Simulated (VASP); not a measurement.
Here is a VASP 6.6.1 calculation.

Contents of INCAR:

```
SYSTEM = CdF2
PREC     = Accurate       ! precision mode
ENCUT    = 600            ! plane-wave cutoff, eV
EDIFF    = 1E-6           ! SCF threshold, eV
ISMEAR   = 0              ! smearing method
SIGMA    = 0.05           ! smearing width, eV
LREAL    = .False.        ! projectors in reciprocal space
LASPH    = .True.         ! aspherical terms in the spheres
NELM     = 120            ! most SCF steps
ALGO     = Normal         ! electronic algorithm
ISIF     = 2              ! what is computed and relaxed
LWAVE    = .False.        ! write WAVECAR
LCHARG   = .False.        ! write CHGCAR
NBANDS   = 24             ! bands
GGA_COMPAT= .False.
```

KPOINTS

```
Automatic mesh
0
Gamma
  8 8 8
  0 0 0
```

File POSCAR:

```
CdF2
1.0
    0.0000000000      2.6940000000      2.6940000000
    2.6940000000      0.0000000000      2.6940000000
    2.6940000000      2.6940000000      0.0000000000
Cd F
1 2
Direct
    0.0200915322      0.0200915322      0.0200915322
    0.2500000000      0.2500000000      0.2500000000
    0.7500000000      0.7500000000      0.7500000000
```

Potentials or basis: VASP PAW LDA potentials, release 64 (Cd_sv_GW, F).

The run is started by

```sh
$ cat potpaw_LDA.64/Cd_sv_GW/POTCAR potpaw_LDA.64/F/POTCAR > POTCAR
$ mpirun -np 1 vasp_std > vasp.out
```

(1) What does it give for the pressure?

(2) Predict the largest force.

(3) Estimate the band gap on the k mesh.

Results:

(1) -4.3 GPa.

(2) 1.001 eV/Å.

(3) 2.85 eV (least direct gap 3.32 eV).

Caveat: the cell differs from its parent crystal (all Cd atoms moved +0.188 Å, as atom 1 along Cartesian [1 1 1]); the cell stands under tension; forces of over 1 eV/Å act on the atoms, so gaps and moduli don't describe the material at rest.
